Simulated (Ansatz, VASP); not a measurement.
## WS2: VASP beside Ansatz

File INCAR:

```
SYSTEM = WS2
PREC     = Accurate       ! precision mode
ENCUT    = 520            ! plane-wave cutoff, eV
EDIFF    = 1E-6           ! SCF threshold, eV
ISMEAR   = 0              ! smearing method
SIGMA    = 0.05           ! smearing width, eV
LREAL    = .False.        ! projectors in reciprocal space
LASPH    = .True.         ! aspherical terms in the spheres
NELM     = 100            ! most SCF steps
ALGO     = Normal         ! electronic algorithm
ISIF     = 2              ! what is computed and relaxed
LWAVE    = .False.        ! write WAVECAR
LCHARG   = .False.        ! write CHGCAR
GGA      = PE             ! functional
IVDW     = 12             ! dispersion correction
NBANDS   = 35             ! bands
```

The input KPOINTS:

```
Automatic mesh
0
Gamma
  12 12 4
  0 0 0
```

File POSCAR:

```
WS2
1.0
    3.2431036401      0.0000000000      0.0000000000
   -1.6215518200      2.8086101394      0.0000000000
    0.0000000000      0.0000000000     11.4834882429
W S
2 4
Direct
    0.3333333333      0.6666666667      0.2500000000
    0.6666666667      0.3333333333      0.7500000000
    0.3333333333      0.6666666667      0.6202873801
    0.6666666667      0.3333333333      0.1202873801
    0.3333333333      0.6666666667      0.8797126199
    0.6666666667      0.3333333333      0.3797126199
```

Input for Ansatz:

```yaml
crystal:
  lattice:
    - [3.2431036401, 0.0, 0.0]
    - [-1.62155182, 2.8086101394, 0.0]
    - [0.0, 0.0, 11.4834882429]
  atoms:
    - { symbol: W, position: [0.3333333333, 0.6666666667, 0.25] }
    - { symbol: W, position: [0.6666666667, 0.3333333333, 0.75] }
    - { symbol: S, position: [0.3333333333, 0.6666666667, 0.6202873801] }
    - { symbol: S, position: [0.6666666667, 0.3333333333, 0.1202873801] }
    - { symbol: S, position: [0.3333333333, 0.6666666667, 0.8797126199] }
    - { symbol: S, position: [0.6666666667, 0.3333333333, 0.3797126199] }
basis:
  ecutwfc: 420
kpoints:
  mp_grid: { grid: [12, 12, 4] }
hamiltonian:
  xc: pbe
  dispersion: d3bj
scf:
  occupations: { method: gaussian, width: 0.05 }
output:
  forces: true
  stress: true
  eigenvalues: true
```

Alike in both runs: task single point; functional PBE; dispersion D3(BJ); k mesh 12 × 12 × 4; occupations gaussian, width 0.05 eV; no spin polarisation.

|  | VASP | Ansatz |
| --- | --- | --- |
| version | VASP 6.6.1 | Ansatz 0.2.0 |
| potentials or method | VASP PAW PBE potentials, release 64 (W_sv, S), cutoff 520 eV | scalar-relativistic, plane waves, PAW |
| valence electrons in the cell | 52 | 52 |

|  | VASP | Ansatz | Ansatz less VASP |
| --- | --- | --- | --- |
| gap on the k mesh at the Fermi level (eV) | 0.22 | 0.19 | -0.026 |
| least direct gap on the mesh (eV) | 1.35 | 1.35 | -0.002 |
| pressure (GPa) | 1.1 | 1.2 | +0.04 |
| traceless stress, the component that is largest in VASP (GPa) | 10.75 | 10.74 | -0.009 |
| rms of the force components (eV/Å) | 0.475 | 0.475 | +0.0001 |

Atom by atom the forces differ by 0.000 eV/Å (rms over components).

Neither program's run includes spin-orbit coupling.
